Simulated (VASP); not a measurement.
**CdF2: single point with PBEsol**

Crystal: CdF2.

```
CELL_PARAMETERS angstrom
0.00000 2.60087 2.65341
2.60087 0.00000 2.65341
2.60087 2.60087 0.00000
ATOMIC_POSITIONS crystal
Cd 0.00000 0.00000 0.00000
F 0.25000 0.25000 0.25000
F 0.75000 0.75000 0.75000
```

| Property | Result |
| --- | --- |
| Program | VASP 6.6.1 |
| Task | single point |
| Functional | PBEsol |
| Potentials or basis | VASP PAW PBE potentials, release 64 (Cd_sv_GW, F) |
| Cutoff | 700 eV |
| k mesh | 8 × 8 × 8 |
| Occupations | gaussian, width 0.05 eV |
| Spin | no spin polarisation |

```yaml
Pressure: 10.7 GPa
Band_gap_on_the_k_mesh: 3.20 eV (least direct gap 3.54 eV)
```

Stress tensor (GPa, compression positive):
```
11.44  0.00  0.00
 0.00 11.44  0.00
 0.00  0.00  9.13
```

Levels at points of the mesh, in eV from the valence-band top:
| k point | band 13 | band 14 | band 15 | band 16 | band 17 | band 18 | band 19 | band 20 | band 21 | band 22 |
| --- | --- | --- | --- | --- | --- | --- | --- | --- | --- | --- |
| (0.00, 0.00, 0.00) | -1.19 | -1.19 | -0.40 | -0.40 | -0.34 | 3.20 | 12.85 | 12.85 | 12.89 | 18.14 |
| (0.50, 0.00, 0.00) | -2.76 | -2.27 | -2.22 | -0.34 | -0.33 | 7.71 | 9.19 | 14.98 | 15.15 | 18.45 |
| (0.50, 0.50, 0.00) | -3.50 | -3.24 | -0.81 | -0.10 | -0.10 | 8.60 | 9.98 | 11.82 | 14.92 | 14.92 |
| (0.50, 0.00, 0.50) | -3.50 | -3.17 | -0.68 | -0.15 | -0.09 | 8.56 | 9.92 | 11.84 | 14.69 | 14.95 |

Run time: 36 s on 1 thread of Intel(R) Xeon(R) Platinum 8488C (Sapphire Rapids) (shared host), peak memory 0.23 GiB.

Caveat: the cell stands under pressure; the PAW data sets were made with another functional, which shifts forces and pressure a little. A k mesh can miss the band edges.
